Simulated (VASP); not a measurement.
The system is Ca2C.

```xyz
3
Lattice="0.0000 3.1286 3.1286 3.1286 0.0000 3.1286 3.1286 3.1286 0.0000" Properties=species:S:1:pos:R:3 pbc="T T T"
C     0.0000    0.0000    0.0000
Ca    1.5643    1.5643    1.5643
Ca    4.6929    4.6929    4.6929
```

Program: VASP 6.6.1. Alike in all runs: task single point; potentials or basis VASP PAW PBE potentials, release 64 (C, Ca_sv); no spin polarisation; cell as given; cutoff (eV) 520; smearing gaussian 0.01 eV.

Order these runs on this cell by their band gap on the k mesh, lowest first.
A. level HSE06; k mesh 4 × 4 × 4; grid for exact exchange (PRECFOCK) Normal; share of exact exchange 0.25; screening parameter 0.2079 1/Å
B. level r2SCAN; k mesh 6 × 6 × 6
C. level PBE; k mesh 6 × 6 × 6

C (0.20 eV), B (0.40 eV), A (0.82 eV).

Caveats: some runs use coarse meshes.

A k mesh can miss the band edges.
